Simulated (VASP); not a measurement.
# Be (C2/c) in VASP: further runs

Runs on Be. Level: LDA. Tasks: single point.

Everything below comes from runs of VASP 6.6.1. Logs are shortened: lines on timing, memory, paths and dates and some standing lists are left out, and cuts for length are marked.

**1. The cell of the first run**

The typed cell holds 2 atoms: a = 2.229 Å, b = 2.229 Å, c = 4.157 Å, α = 105.53°, β = 105.53°, γ = 120.02°.

**2. Single point, LDA**

The input, INCAR:

```
SYSTEM = Be
ALGO     = Normal         ! electronic algorithm
EDIFF    = 1E-6           ! SCF threshold, eV
ENCUT    = 520            ! plane-wave cutoff, eV
GGA      = CA             ! functional
ISIF     = 2              ! what is computed and relaxed
ISMEAR   = -1             ! smearing method
ISYM     = 0            
LASPH    = .TRUE.         ! aspherical terms in the spheres
LCHARG   = .FALSE.        ! write CHGCAR
LREAL    = .FALSE.        ! projectors in reciprocal space
LWAVE    = .FALSE.        ! write WAVECAR
NBANDS   = 9              ! bands
NELM     = 100            ! most SCF steps
PREC     = Accurate       ! precision mode
SIGMA    = 0.1            ! smearing width, eV
```

The input, KPOINTS:

```
k-points
0
G
  16 16 11
  0 0 0
```

The input, POSCAR:

```
Be
1.0
   -1.5002586272      1.2300474880      1.0976526415
    1.2300474880     -1.5002586272      1.0976526415
    2.7152468218      2.7152468218     -1.5925448380
Be
2
Direct
    0.9583948535      0.0416051465      0.0000000000
    0.7916051465      0.2083948535      0.5000000000
```

Potentials or basis: VASP PAW LDA potentials, release 64 (Be).

Launch:

```bash
$ cat potpaw_LDA.64/Be/POTCAR > POTCAR
$ mpirun -np 1 vasp_std > vasp.out
```

OUTCAR:

```text
SYSTEM = Be
   EDIFF = 1E-6
   ENCUT = 520
   GGA = CA
   ISIF = 2
   ISMEAR = -1
   ISYM = 0
   LASPH = .TRUE.
   LREAL = .FALSE.
   NELM = 100
   PREC = Accurate

 ion  position               nearest neighbor table
   1  0.958  0.042  0.000-   2 2.18   2 2.18   2 2.18   2 2.18   2 2.18   2 2.18
   2  0.792  0.208  0.500-   1 2.18   1 2.18   1 2.18   1 2.18   1 2.18   1 2.18

IMPORTANT INFORMATION: All symmetrisations will be switched off!
NOSYMM: (Re-)initialisation of all symmetry stuff for point group C_1.

----------------------------------------------------------------------------------------

                                     Primitive cell

  volume of cell :      15.0999

  direct lattice vectors                    reciprocal lattice vectors
    -1.500258627  1.230047488  1.097652642    -0.039150551  0.327108747  0.490961107
     1.230047488 -1.500258627  1.097652642     0.327108747 -0.039150551  0.490961107
     2.715246822  2.715246822 -1.592544838     0.198473580  0.198473580  0.048858601

  length of vectors
     2.229043313  2.229043313  4.157081869     0.591249276  0.591249276  0.284904697

  position of ions in fractional coordinates (direct lattice)
     0.958394854  0.041605146  1.000000000
     0.791605146  0.208394854  0.500000000

  ion indices of the primitive-cell ions
   primitive index   ion index
                 1           1
                 2           2

----------------------------------------------------------------------------------------

 KPOINTS: k-points

Automatic generation of k-mesh.
 Grid dimensions read from file:
 generate k-points for:   16   16   11

 Generating k-lattice:

  Cartesian coordinates                     Fractional coordinates (reciprocal lattice)
    -0.002446909  0.020444297  0.030685069     0.062500000  0.000000000 -0.000000000
     0.020444297 -0.002446909  0.030685069     0.000000000  0.062500000 -0.000000000
     0.018043053  0.018043053  0.004441691     0.000000000  0.000000000  0.090909091

  Length of vectors
     0.036953080  0.036953080  0.025900427

  Shift w.r.t. Gamma in fractional coordinates (k-lattice)
     0.000000000  0.000000000  0.000000000

 Subroutine IBZKPT returns following result:
 ===========================================

 Found   1410 irreducible k-points:

 Following reciprocal coordinates:
            Coordinates               Weight
  0.000000  0.000000  0.000000      1.000000
  0.062500  0.000000  0.000000      2.000000
 -0.000000 -0.062500  0.000000      2.000000
  0.125000  0.000000  0.000000      2.000000
 -0.000000 -0.125000  0.000000      2.000000
  0.187500  0.000000  0.000000      2.000000
[... 16 lines left out ...]
  0.250000  0.062500  0.000000      2.000000
 -0.062500 -0.250000 -0.000000      2.000000
 [... further k-points ...]
   k-points           NKPTS =   1410   k-points in BZ     NKDIM =   1410   number of bands    NBANDS=      9
   number of dos      NEDOS =    301   number of ions     NIONS =      2
   total plane-waves  NPLWV =  10368
   dimension x,y,z NGX =    18 NGY =   18 NGZ =   32
   dimension x,y,z NGXF=    36 NGYF=   36 NGZF=   64
   ions per type =               2
   NGX,Y,Z   is equivalent  to a cutoff of  13.42, 13.42, 12.80 a.u.
   NGXF,Y,Z  is equivalent  to a cutoff of  26.85, 26.85, 25.59 a.u.
 SYSTEM =  Be
   PREC   = accura    normal or accurate (medium, high low for compatibility)
   ISTART =      0    job   : 0-new  1-cont  2-samecut
   ICHARG =      2    charge: 1-file 2-atom 10-const
   ISPIN  =      1    spin polarized calculation?
   LNONCOLLINEAR =      F non collinear calculations
   LSORBIT =      F    spin-orbit coupling
   LASPH  =      T    aspherical Exc in radial PAW
   ENCUT  =  520.0 eV  38.22 Ry    6.18 a.u.   4.14  4.14  7.73*2*pi/ulx,y,z
   NELM   =    100;   NELMIN=  2; NELMDL= -5     # of ELM steps
   EDIFF  = 0.1E-05   stopping-criterion for ELM
   LREAL  =      F    real-space projection
   EDIFFG = 0.1E-04   stopping-criterion for IOM
   NSW    =      0    number of steps for IOM
   IBRION =     -1    ionic relax: 0-MD 1-quasi-New 2-CG
   NFREE  =      0    steps in history (QN), initial steepest desc. (CG)
   ISIF   =      2    stress and relaxation
   ISYM   =      0    0-nonsym 1-usesym 2-fastsym
   POTIM  = 0.5000    time-step for ionic-motion
   TEBEG  =    0.0;   TEEND  =   0.0 temperature during run
   PSTRESS=    0.0 pullay stress
   NELECT =       4.0000    total number of electrons
   NUPDOWN=      -1.0000    fix difference up-down
   EMIN   =  10.00;   EMAX   =-10.00  energy-range for DOS
   EFERMI =   0.00;   METHOD = LEGACY
   ISMEAR =    -1;   SIGMA  =   0.10  broadening in eV -4-tet -1-fermi 0-gaus
   EFERMI_NEDOS =   21; number of points for ismear=-14 and -15
   IALGO  =     38    algorithm
   IMIX   =      4    mixing-type and parameters
     AMIX     =   0.40;   BMIX     =  1.00
     AMIX_MAG =   1.60;   BMIX_MAG =  1.00
  volume/ion in A,a.u.               =       7.55        50.95
  Fermi-wavevector in a.u.,A,eV,Ry     =   1.051406  1.986869 15.040613  1.105454
  Thomas-Fermi vector in A             =   2.186447
   LORBIT       =      0    0 simple, 1 ext, 2 COOP (PROOUT), +10 PAW based schemes
   GGA     = CA    functional components
   LHFCALC =     F    Hartree Fock is set to
   AEXX    =    0.0000 exact exchange contribution
   IVDW    =     0    specifies the selected vdW correction
   LEPSILON=     F    determine dielectric tensor
   LRPA    =     F    only Hartree local field effects (RPA)
 non-spin polarized calculation
  energy-cutoff  :      520.00
  volume of cell :       15.10
 maximum number of plane-waves:       424
 NGX is ok and might be reduce to    18
   NGX =  9   NGY =  9   NGZ = 15

 number of electron       4.0000000 magnetization

 Free energy of the ion-electron system (eV)
  ---------------------------------------------------
  ext. energy  EPLUGINS =         0.00000000
  ---------------------------------------------------
  free energy    TOTEN  =        -8.42553084 eV

  energy without entropy =       -8.42169818  energy(sigma->0) =       -8.42361451

 E-fermi :   6.9908     XC(G=0): -10.7739

 val. band max:        6.9727134997   @ k =  -0.3125   0.4375  -0.0909
 cond. band min:       7.0187308147   @ k =   0.2500   0.1875  -0.3636
 fundamental gap:      0.0460173150
 Fermi energy:         6.9907558579

 k-point     1 :       0.0000    0.0000    0.0000
  band No.  band energies     occupation
      1      -4.3011      2.00000
      2       2.5408      2.00000
      3       8.5376      0.00000
      4      23.4598      0.00000
      5      23.4738      0.00000
      6      26.3905      0.00000
      7      26.3966      0.00000
      8      28.4863      0.00000
      9      35.1553      0.00000

 k-point     2 :       0.0625    0.0000    0.0000
  band No.  band energies     occupation
      1      -4.1551      2.00000
      2       2.4881      2.00000
      3       8.8459      0.00000
      4      22.6023      0.00000
      5      22.8083      0.00000
      6      26.3767      0.00000
      7      26.7030      0.00000
      8      28.0476      0.00000
      9      33.3618      0.00000

 k-point     3 :      -0.0000   -0.0625    0.0000
  band No.  band energies     occupation
      1      -4.1551      2.00000
      2       2.4881      2.00000
      3       8.8459      0.00000
      4      22.6023      0.00000
      5      22.8083      0.00000
      6      26.3767      0.00000
      7      26.7030      0.00000
      8      28.0476      0.00000
      9      33.3618      0.00000

 k-point     4 :       0.1250    0.0000    0.0000
  band No.  band energies     occupation
      1      -3.7164      2.00000
      2       2.3820      2.00000
      3       9.7028      0.00000
      4      20.5669      0.00000
      5      21.6116      0.00000
      6      26.0186      0.00000
      7      26.6713      0.00000
      8      26.8234      0.00000
      9      30.8628      0.00000

 k-point     5 :      -0.0000   -0.1250    0.0000
  band No.  band energies     occupation
      1      -3.7164      2.00000
      2       2.3820      2.00000
      3       9.7028      0.00000
      4      20.5669      0.00000
      5      21.6116      0.00000
      6      26.0186      0.00000
      7      26.6713      0.00000
      8      26.8234      0.00000
      9      30.8628      0.00000

 k-point     6 :       0.1875    0.0000    0.0000
  band No.  band energies     occupation
      1      -2.9838      2.00000
      2       2.3215      2.00000
      3      10.9261      0.00000
      4      18.2166      0.00000
      5      20.4837      0.00000
      6      23.8426      0.00000
      7      25.6495      0.00000
      8      25.7241      0.00000
      9      29.3173      0.00000
[... 169 lines left out ...]
 k-point    21 :       0.1875    0.0625    0.0000
  band No.  band energies     occupation
      1      -2.2942      2.00000
      2       2.0345      2.00000
      3      12.2572      0.00000
      4      17.1168      0.00000
      5      19.3790      0.00000
      6      21.9880      0.00000
      7      24.1546      0.00000
      8      24.9725      0.00000
      9      29.7809      0.00000

 k-point    22 :      -0.0625   -0.1875    0.0000
  band No.  band energies     occupation
      1      -2.2942      2.00000
      2       2.0345      2.00000
      3      12.2572      0.00000
      4      17.1168      0.00000
      5      19.3790      0.00000
      6      21.9880      0.00000
      7      24.1546      0.00000
      8      24.9725      0.00000
      9      29.7809      0.00000

 k-point    23 :       0.2500    0.0625    0.0000
  band No.  band energies     occupation
      1      -1.0910      2.00000
      2       2.1776      2.00000
      3      12.7685      0.00000
      4      15.7419      0.00000
      5      17.7966      0.00000
      6      19.8832      0.00000
      7      22.5719      0.00000
      8      24.2083      0.00000
      9      29.2619      0.00000

 k-point    24 :      -0.0625   -0.2500   -0.0000
  band No.  band energies     occupation
      1      -1.0910      2.00000
      2       2.1776      2.00000
      3      12.7685      0.00000
      4      15.7419      0.00000
      5      17.7966      0.00000
      6      19.8832      0.00000
      7      22.5719      0.00000
      8      24.2083      0.00000
      9      29.2619      0.00000

 [... further k-points ...]

------------------------ aborting loop because EDIFF is reached ----------------------------------------

  FORCE on cell =-STRESS in cart. coord.  units (eV):
  Direction    XX          YY          ZZ          XY          YZ          ZX
  --------------------------------------------------------------------------------------
  -------------------------------------------------------------------------------------
  Total        0.0430995      0.0430996      0.0429209      0.0004383      0.0000441      0.0000441
  in kB        4.5730899      4.5730919      4.5541345      0.0465094      0.0046749      0.0046750
  external PRESSURE =       4.5667721 kB  Pullay stress =       0.0000000 kB

 VOLUME and BASIS-vectors are now :
 -----------------------------------------------------------------------------
  energy-cutoff  :      520.00
  volume of cell :       15.10
      direct lattice vectors                 reciprocal lattice vectors
    -1.500258627  1.230047488  1.097652642    -0.039150551  0.327108747  0.490961107
     1.230047488 -1.500258627  1.097652642     0.327108747 -0.039150551  0.490961107
     2.715246822  2.715246822 -1.592544838     0.198473580  0.198473580  0.048858601

 POSITION                                       TOTAL-FORCE (eV/Angst)
 -----------------------------------------------------------------------------------
     -1.38666      1.11645      1.09765         0.000018     -0.000018     -0.000000
      0.42635      2.01869      0.30138        -0.000018      0.000018      0.000000
 -----------------------------------------------------------------------------------
    total drift:                               -0.000000      0.000000     -0.000000

  FREE ENERGIE OF THE ION-ELECTRON SYSTEM (eV)
  ---------------------------------------------------
  free  energy   TOTEN  =        -8.4255308373 eV

  energy  without entropy=       -8.4216981820  energy(sigma->0) =       -8.42361451
```

Run time: 83 s. Hardware: 1 thread of Intel Xeon Platinum 8488C (Sapphire Rapids), shared host; peak memory 0.26 GiB.

What came out:

```
Free energy            : -8.4255 eV
Pressure               : 0.5 GPa
Band gap on the k mesh : zero (bands 2 and 3 overlap by 1.58 eV)
```

Levels at points of the mesh, in eV from the Fermi level:
```
           k point  band 1  band 2  band 3  band 4  band 5
(0.00, 0.00, 0.00)  -11.29   -4.45    1.55   16.47   16.48
(0.50, 0.00, 0.00)   -3.61   -3.60    1.98    1.98   12.42
(0.00, 0.50, 0.00)   -3.61   -3.60    1.98    1.98   12.42
(0.50, 0.50, 0.00)   -5.00   -2.97    3.84    6.82    7.23
```

**3. Single point, LDA (6.64 Å³/atom)**

This run uses another cell than the first one, of 6.64 Å³/atom.

The input, INCAR:

```
PREC     = Accurate       # precision mode
ENCUT    = 520            # plane-wave cutoff, eV
EDIFF    = 1E-7           # SCF threshold, eV
ISMEAR   = -1             # smearing method
SIGMA    = 0.1            # smearing width, eV
LREAL    = False          # projectors in reciprocal space
LASPH    = True           # aspherical terms in the spheres
NELM     = 60             # most SCF steps
ALGO     = Normal         # electronic algorithm
ISIF     = 2              # what is computed and relaxed
LWAVE    = False          # write WAVECAR
LCHARG   = True           # write CHGCAR
GGA      = CA             # functional
LELF     = True           # ELF
LVHAR    = True         
NBANDS   = 9              # bands
```

The input, KPOINTS:

```
Automatic mesh
0
Gamma
  30 30 15
```

The input, POSCAR:

```
Be
1.0
   -1.4376737955      1.1787347918      1.0518629325
    1.1787347918     -1.4376737955      1.0518629325
    2.6019775077      2.6019775077     -1.5261101920
Be
2
Direct
    0.9583948535      0.0416051465      0.0000000000
    0.7916051465      0.2083948535      0.5000000000
```

Potentials or basis: VASP PAW LDA potentials, release 64 (Be).

Launch:

```bash
$ cat potpaw_LDA.64/Be/POTCAR > POTCAR
$ mpirun -np 1 vasp_std > vasp.out
```

Run time: 2 min. Hardware: 1 thread of Intel Xeon Platinum 8488C (Sapphire Rapids), shared host; peak memory 0.43 GiB.

Results (log left out):

```
Free energy            : -8.3092 eV
Pressure               : 21.4 GPa
Band gap on the k mesh : zero (bands 2 and 3 overlap by 2.37 eV)
```

Stress tensor (GPa, compression positive):
```
21.94  1.66  0.36
 1.66 21.94  0.36
 0.36  0.36 20.43
```

Levels at points of the mesh, in eV from the Fermi level:
```
           k point  band 1  band 2  band 3  band 4  band 5  band 6  band 7
(0.00, 0.00, 0.00)  -12.09   -5.05    1.94   18.08   18.10   21.29   21.30
(0.50, 0.00, 0.00)   -4.12   -4.12    2.33    2.33   13.55   13.55   17.50
(0.50, 0.50, 0.00)   -5.61   -3.19    4.06    7.21    8.07   10.62   11.74
```

Caveat: the cell stands under pressure.

**4. Single point, LDA (6.95 Å³/atom)**

This run uses another cell than the first one, of 6.95 Å³/atom.

The input, INCAR:

```
SYSTEM = Be
  PREC = Accurate
  ENCUT = 520
  EDIFF = 1E-6
  ISMEAR = -1
  SIGMA = 0.1
  LREAL = .FALSE.
  LASPH = .TRUE.
  NELM = 80
  ALGO = Normal
  ISIF = 2
  LWAVE = .FALSE.
  LCHARG = .FALSE.
  GGA = CA
  NBANDS = 9
```

The input, KPOINTS:

```
regular mesh
0
G
  30 30 15
  0 0 0
```

The input, POSCAR:

```
Be
1.0
   -1.4591347773      1.1963304425      1.0675646942
    1.1963304425     -1.4591347773      1.0675646942
    2.6408187193      2.6408187193     -1.5488913146
Be
2
Direct
    0.9583948535      0.0416051465      0.0000000000
    0.7916051465      0.2083948535      0.5000000000
```

Launch:

```bash
$ cat potpaw_LDA.64/Be/POTCAR > POTCAR
$ mpirun -np 1 vasp_std > vasp.out
```

Run time: 1.9 min. Hardware: 1 thread of Intel Xeon Platinum 8488C (Sapphire Rapids), shared host; peak memory 0.44 GiB.

Results (log left out):

| Quantity | Value |
| --- | --- |
| Free energy | -8.3741 eV |
| Pressure | 13.2 GPa |
| Band gap on the k mesh | zero (bands 2 and 3 overlap by 2.31 eV) |

Stress tensor (GPa, compression positive):
```
13.51  1.12  0.23
 1.12 13.51  0.23
 0.23  0.23 12.50
```

Levels at points of the mesh, in eV from the Fermi level:
```tsv
k point	band 1	band 2	band 3	band 4	band 5	band 6
(0.00, 0.00, 0.00)	-11.86	-4.89	1.75	17.45	17.47	20.56
(0.50, 0.00, 0.00)	-3.99	-3.99	2.15	2.15	13.09	13.09
(0.50, 0.50, 0.00)	-5.44	-3.16	3.93	7.02	7.72	10.26
```

Caveat: the cell stands under pressure.

**5. The runs side by side**

```csv
cell,k mesh,gap on the mesh (eV),pressure (GPa)
"a = 2.229, b = 2.229, c = 4.157 Å, angles 105.5, 105.5, 120.0°, 2 atoms",16 × 16 × 11,none,0.5
"a = 2.136, b = 2.136, c = 3.984 Å, angles 105.5, 105.5, 120.0°, 2 atoms",30 × 30 × 15,none,21.4
"a = 2.168, b = 2.168, c = 4.043 Å, angles 105.5, 105.5, 120.0°, 2 atoms",30 × 30 × 15,none,13.2
```

Alike in all rows: task single point; level LDA; potentials or basis VASP PAW LDA potentials, release 64 (Be); no spin polarisation; cutoff (eV) 520; smearing fermi-dirac 0.1 eV.

Caveats: the cell stands under pressure (at least some runs).

Total energies depend on the potentials used, so only differences within one code and one set of settings carry meaning.

The gap in the log of VASP goes by the Fermi energy; the results here count the filled bands.